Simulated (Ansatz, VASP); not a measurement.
# Ge: VASP beside Ansatz

The input POSCAR:

```
Ge
1.0
    0.0508563424      2.8309923842      2.8309923842
    2.8309923842      0.0508563424      2.8309923842
    2.8309923842      2.8309923842      0.0508563424
Ge
2
Direct
    0.0011273318      0.0011273318      0.0011273318
    0.2488726682      0.2488726682      0.2488726682
```

The input INCAR.step1:

```
SYSTEM = Ge
  PREC = Accurate
  ENCUT = 520
  ISMEAR = -1
  SIGMA = 0.02
  LREAL = .False.
  LASPH = .True.
  NELM = 150
  LNONCOLLINEAR = .True.
  MAGMOM = 0 0 0 0 0 0
  LSORBIT = .True.
  GGA_COMPAT = .False.
  NBANDS = 40
  GGA = PE
  ALGO = Normal
  EDIFF = 1E-4
  LWAVE = .True.
  LCHARG = .False.
```

The input INCAR.step2:

```
SYSTEM = Ge
  PREC = Accurate
  ENCUT = 520
  EDIFF = 1E-6
  ISMEAR = -1
  SIGMA = 0.02
  LREAL = .False.
  LASPH = .True.
  NELM = 150
  ALGO = Normal
  ISIF = 2
  LWAVE = .False.
  LCHARG = .True.
  LNONCOLLINEAR = .True.
  MAGMOM = 0 0 0 0 0 0
  LORBIT = 11
  LSORBIT = .True.
  GGA_COMPAT = .False.
  LORBMOM = .True.
  METAGGA = R2SCAN
  LMIXTAU = .True.
  LVHAR = .True.
  NBANDS = 40
  ISTART = 1
```

Contents of KPOINTS:

```
Automatic mesh
0
Gamma
  8 8 8
  0 0 0
```

Input for Ansatz:

```yaml
crystal:
  lattice:
    - [0.0508563424, 2.8309923842, 2.8309923842]
    - [2.8309923842, 0.0508563424, 2.8309923842]
    - [2.8309923842, 2.8309923842, 0.0508563424]
  atoms:
    - { symbol: Ge, position: [0.0011273318, 0.0011273318, 0.0011273318] }
    - { symbol: Ge, position: [0.2488726682, 0.2488726682, 0.2488726682] }
kpoints:
  mp_grid: { grid: [8, 8, 8] }
  band_path:
    path:
      - [0.0, 0.0, 0.0]
      - [0.5, 0.0, 0.5]
      - [0.625, 0.25, 0.625]
      - [0.375, 0.375, 0.75]
      - [0.5, 0.5, 0.5]
      - [0.5, 0.25, 0.75]
      - [0.0, 0.0, 0.5]
    npoints: 1
hamiltonian:
  xc: r2scan
scf:
  occupations: { method: fermi_dirac, width: 0.02 }
  n_extra_bands: 8
magnetization:
  noncollinear: true
  spin_orbit: true
output:
  forces: true
  stress: true
  eigenvalues: true
```

Change from the starting cell: epitaxial_111 strain -2.0%.

Alike in both runs: task single point; functional r2SCAN; k mesh 8 × 8 × 8; occupations fermi-dirac, width 0.02 eV; non-collinear spin, spin-orbit coupling.

```csv
,VASP,Ansatz
version,VASP 6.6.1,Ansatz 0.2.0
potentials or method,"VASP PAW PBE potentials, release 64 (Ge_d)","plane waves, PAW"
plane-wave cutoff (eV),520,500
valence electrons in the cell,28,28
```

```csv
,VASP,Ansatz,Ansatz less VASP
pressure (GPa),2.7,2.6,-0.08
"traceless stress, the component that is largest in VASP (GPa)",-1.30,-1.31,-0.004
```

VASP's potentials were made for PBE, not for r2SCAN.
